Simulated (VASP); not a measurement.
# Be (P4_2/mnm) in VASP: vibrations by perturbation theory with LDA

Aim: the vibrations by perturbation theory of Be with LDA.

Program: VASP 6.6.1. These are calculated values, not measurements. Logs are shortened: lines on timing, memory, paths and dates and some standing lists are left out, and cuts for length are marked.

### Step 1. The cell of the first run

The structure is tetragonal, space group P4_2/mnm (No. 136). The conventional cell has a = 3.747 Å, b = 3.747 Å, c = 2.281 Å, α = 90.00°, β = 90.00°, γ = 90.00°. Be (site symmetry m2m) has 13 Be at 2.15 to 2.70 Å within 2.8 Å.

### Step 2. Vibrations by perturbation theory, LDA

INCAR reads:

```
SYSTEM = Be
PREC = Accurate
ENCUT = 520
EDIFF = 1E-8
ISMEAR = -1
SIGMA = 0.15
LREAL = .False.
LASPH = .True.
NELM = 80
ALGO = Normal
ISIF = 2
LWAVE = .False.
LCHARG = .False.
GGA = CA
NBANDS = 12
IBRION = 8
NSW = 1
```

KPOINTS reads:

```
Automatic mesh
0
Gamma
  8 8 14
  0 0 0
```

POSCAR reads:

```
Be
1.0
    3.7468140000      0.0000000000      0.0000000000
    0.0000000000      3.7468140000      0.0000000000
    0.0000000000      0.0000000000      2.2812800000
Be
4
Direct
    0.2974080000      0.2974080000      0.0000000000
    0.7025920000      0.7025920000      0.0000000000
    0.2025920000      0.7974080000      0.5000000000
    0.7974080000      0.2025920000      0.5000000000
```

Potentials or basis: VASP PAW LDA potentials, release 64 (Be).

Run with:

```bash
$ cat potpaw_LDA.64/Be/POTCAR > POTCAR
$ mpirun -np 1 vasp_std > vasp.out
```

OUTCAR:

```text
SYSTEM = Be
   PREC = Accurate
   ENCUT = 520
   EDIFF = 1E-8
   ISMEAR = -1
   LREAL = .False.
   LASPH = .True.
   NELM = 80
   ISIF = 2
   GGA = CA
   IBRION = 8
   NSW = 1

 ion  position               nearest neighbor table
   1  0.297  0.297  0.000-   2 2.15   3 2.22   4 2.22   3 2.22   4 2.22   3 2.22   3 2.22   4 2.22
                             4 2.22
   2  0.703  0.703  0.000-   1 2.15   3 2.22   4 2.22   3 2.22   4 2.22   4 2.22   4 2.22   3 2.22
                             3 2.22
   3  0.203  0.797  0.500-   4 2.15   2 2.22   1 2.22   1 2.22   2 2.22   1 2.22   1 2.22   2 2.22
                             2 2.22
   4  0.797  0.203  0.500-   3 2.15   2 2.22   1 2.22   1 2.22   2 2.22   2 2.22   2 2.22   1 2.22
                             1 2.22

  LATTYP: Found a simple tetragonal cell.
 ALAT       =     3.7468140000
 C/A-ratio  =     0.6088586196

  Lattice vectors:

 A1 = (   3.7468140000,   0.0000000000,   0.0000000000)
 A2 = (   0.0000000000,   3.7468140000,   0.0000000000)
 A3 = (   0.0000000000,   0.0000000000,   2.2812800000)

Analysis of symmetry for initial positions (statically):
=====================================================================
 Subroutine PRICEL returns:
 Original cell was already a primitive cell.

 Routine SETGRP: Setting up the symmetry group for a
 simple tetragonal supercell.

 Subroutine GETGRP returns: Found 16 space group operations
 (whereof  8 operations were pure point group operations)
 out of a pool of 16 trial point group operations.

The static configuration has the point symmetry D_2h.
 The point group associated with its full space group is D_4h.

Analysis of symmetry for dynamics (positions and initial velocities):
=====================================================================
 Subroutine PRICEL returns:
 Original cell was already a primitive cell.

 Routine SETGRP: Setting up the symmetry group for a
 simple tetragonal supercell.

 Subroutine GETGRP returns: Found 16 space group operations
 (whereof  8 operations were pure point group operations)
 out of a pool of 16 trial point group operations.

The dynamic configuration has the point symmetry D_2h.
 The point group associated with its full space group is D_4h.

 Subroutine INISYM returns: Found 16 space group operations
 (whereof  8 operations are pure point group operations),
 and found     1 'primitive' translations

----------------------------------------------------------------------------------------

                                     Primitive cell

  volume of cell :      32.0260

  direct lattice vectors                    reciprocal lattice vectors
     3.746814000  0.000000000  0.000000000     0.266893419  0.000000000  0.000000000
     0.000000000  3.746814000  0.000000000     0.000000000  0.266893419  0.000000000
     0.000000000  0.000000000  2.281280000     0.000000000  0.000000000  0.438350400

  length of vectors
     3.746814000  3.746814000  2.281280000     0.266893419  0.266893419  0.438350400

  position of ions in fractional coordinates (direct lattice)
     0.297408000  0.297408000  0.000000000
     0.702592000  0.702592000  0.000000000
[... 138 lines left out ...]
 k-point     1 :       0.0000    0.0000    0.0000
  band No.  band energies     occupation
      1      -4.4622      2.00000
      2       1.5991      2.00000
      3       2.1735      2.00000
      4       5.5940      1.99688
      5       5.5940      1.99688
      6      11.3665      0.00000
      7      11.3665      0.00000
      8      13.9808      0.00000
      9      15.6235      0.00000
     10      17.1631      0.00000
     11      22.3724      0.00000
     12      22.3724      0.00000
[... 331 lines left out ...]
 k-point    24 :       0.5000    0.1250    0.0714
  band No.  band energies     occupation
      1      -2.2928      2.00000
      2      -2.2928      2.00000
      3       3.2833      2.00000
      4       3.2833      2.00000
      5       9.0981      0.00000
      6       9.0981      0.00000
      7      15.6015      0.00000
      8      15.6015      0.00000
      9      17.2052      0.00000
     10      17.2052      0.00000
     11      22.0288      0.00000
     12      22.0288      0.00000

 [... further k-points ...]
[... 5 lines left out ...]
  --------------------------------------------------------------------------------------
  -------------------------------------------------------------------------------------
  Total       -0.9423460     -0.9423460     -1.1850244     -0.0000000      0.0000000      0.0000000
  in kB      -47.1430958    -47.1430958    -59.2836589     -0.0000000      0.0000000      0.0000000
  external PRESSURE =     -51.1899502 kB  Pullay stress =       0.0000000 kB

 VOLUME and BASIS-vectors are now :
 -----------------------------------------------------------------------------
  energy-cutoff  :      520.00
  volume of cell :       32.03
      direct lattice vectors                 reciprocal lattice vectors
     3.746814000  0.000000000  0.000000000     0.266893419  0.000000000  0.000000000
     0.000000000  3.746814000  0.000000000     0.000000000  0.266893419  0.000000000
     0.000000000  0.000000000  2.281280000     0.000000000  0.000000000  0.438350400

 POSITION                                       TOTAL-FORCE (eV/Angst)
 -----------------------------------------------------------------------------------
      1.11433      1.11433      0.00000         0.010636      0.010636     -0.000000
      2.63248      2.63248      0.00000        -0.010636     -0.010636      0.000000
      0.75907      2.98774      1.14064        -0.010636      0.010636     -0.000000
      2.98774      0.75907      1.14064         0.010636     -0.010636      0.000000
 -----------------------------------------------------------------------------------
    total drift:                                0.000000      0.000000     -0.000000

  FREE ENERGIE OF THE ION-ELECTRON SYSTEM (eV)
  ---------------------------------------------------
  free  energy   TOTEN  =       -16.6056594733 eV

  energy  without entropy=      -16.5709585363  energy(sigma->0) =      -16.58830900

[... ionic steps 2 to 3 ...]

--------------------------------------- Ionic step        4  -------------------------------------------

------------------------ aborting loop because EDIFF is reached ----------------------------------------

[... ionic steps 5 to 5 ...]

--------------------------------------- Ionic step        6  -------------------------------------------

 Free energy of the ion-electron system (eV)
  ---------------------------------------------------
  ---------------------------------------------------
  free energy    TOTEN  =        -0.00749341 eV

  energy without entropy =       -0.00749341

------------------------ aborting loop because EDIFF is reached ----------------------------------------

 INTERNAL STRAIN TENSOR  FOR ION    1  DIRECTION 3   (eV/Angst):
 -----------------------------------------------------------------------------
     0.00874 -0.00513 -1.43794
    -0.00513  0.00874 -1.43794
    -1.48786 -1.48786 -0.01391

 INTERNAL STRAIN TENSOR FOR ION    4 for displacements in x,y,z  (eV/Angst):
          X           Y           Z          XY          YZ          ZX
  --------------------------------------------------------------------------------
  x     5.16994    -1.66744    -2.31078     0.70861     0.00000     0.00000
  y     1.66744    -5.16994     2.31078    -0.70808     0.00000     0.00000
  z     0.00000     0.00000     0.00000     0.00000     1.48786    -1.43794

 SECOND DERIVATIVES (NOT SYMMETRIZED)
 ------------------------------------
               1X          1Y          1Z          2X          2Y          2Z          3X          3Y          3Z          4X          4Y          4Z
  1X    -6.627508   -1.611206    0.000000    1.121913    1.612320    0.000000    0.252329   -0.584120    0.000000    5.253267    0.583006    0.000000
  1Y    -1.611206   -6.627508    0.000000    1.612320    1.121913    0.000000    0.583006    5.253267    0.000000   -0.584120    0.252329    0.000000
  1Z     0.000000    0.000000   -6.714691    0.000000    0.000000    0.756341    0.000000    0.000000    2.979175    0.000000    0.000000    2.979175
  2X     1.121913    1.612320    0.000000   -6.627508   -1.611206    0.000000    5.253267    0.583006    0.000000    0.252329   -0.584120    0.000000
  2Y     1.612320    1.121913    0.000000   -1.611206   -6.627508    0.000000   -0.584120    0.252329    0.000000    0.583006    5.253267    0.000000
  2Z     0.000000    0.000000    0.756341    0.000000    0.000000   -6.714691    0.000000    0.000000    2.979175    0.000000    0.000000    2.979175
  3X     0.252329    0.584120    0.000000    5.253267   -0.583006    0.000000   -6.627508    1.611206    0.000000    1.121913   -1.612320    0.000000
  3Y    -0.583006    5.253267    0.000000    0.584120    0.252329    0.000000    1.611206   -6.627508    0.000000   -1.612320    1.121913    0.000000
  3Z     0.000000    0.000000    2.979175    0.000000    0.000000    2.979175    0.000000    0.000000   -6.714691    0.000000    0.000000    0.756341
  4X     5.253267   -0.583006    0.000000    0.252329    0.584120    0.000000    1.121913   -1.612320    0.000000   -6.627508    1.611206    0.000000
  4Y     0.584120    0.252329    0.000000   -0.583006    5.253267    0.000000   -1.612320    1.121913    0.000000    1.611206   -6.627508    0.000000
  4Z     0.000000    0.000000    2.979175    0.000000    0.000000    2.979175    0.000000    0.000000    0.756341    0.000000    0.000000   -6.714691

 Eigenvectors and eigenvalues of the dynamical matrix
 ----------------------------------------------------

   1 f  =   20.037616 THz   125.900056 2PiTHz  668.382935 cm-1    82.868885 meV
             X         Y         Z           dx          dy          dz
      1.114332  1.114332  0.000000     0.353553    0.353553    0.000000
      2.632482  2.632482  0.000000    -0.353553   -0.353553    0.000000
      0.759075  2.987739  1.140640     0.353553   -0.353553   -0.000000
      2.987739  0.759075  1.140640    -0.353553    0.353553   -0.000000
[... 71 lines left out ...]
  12 f/i=    6.673059 THz    41.928066 2PiTHz  222.589289 cm-1    27.597542 meV
             X         Y         Z           dx          dy          dz
      1.114332  1.114332  0.000000    -0.353553    0.353553   -0.000000
      2.632482  2.632482  0.000000     0.353553   -0.353553    0.000000
      0.759075  2.987739  1.140640     0.353553    0.353553    0.000000
      2.987739  0.759075  1.140640    -0.353553   -0.353553    0.000000

--------------------------------------------------------------------------------------------------------

 ELASTIC MODULI CONTR FROM IONIC RELAXATION (kBar)
 Direction    XX          YY          ZZ          XY          YZ          ZX
 --------------------------------------------------------------------------------
 XX        -171.9290   -171.9290    226.8607     -0.0000      0.0000     -0.0000
 YY        -171.9290   -171.9290    226.8607     -0.0000     -0.0000     -0.0000
 ZZ         226.8607    226.8607   -299.3433      0.0000      0.0000      0.0000
 XY          -0.0000     -0.0000      0.0000    -13.5620      0.0000     -0.0000
 YZ           0.0000     -0.0000      0.0000      0.0000    -59.2937     -0.0000
 ZX          -0.0000     -0.0000      0.0000     -0.0000     -0.0000    -55.3823
 --------------------------------------------------------------------------------
```

It took 1.8 min on 1 thread of AMD EPYC 9R45 (Zen 5), shared host; peak memory 0.26 GiB.

Results:

* Highest phonon frequency at Γ: 668 cm⁻¹
* Most unstable mode: 223i cm⁻¹

Phonon frequencies in cm⁻¹ (negative: imaginary):
| q point | frequencies |
| --- | --- |
| (0.000, 0.000, 0.000) | -223 0 0 0 464 475 475 568 576 576 600 668 |

Caveat: the cell stands under pressure or tension, which shifts response properties; some modes are imaginary.
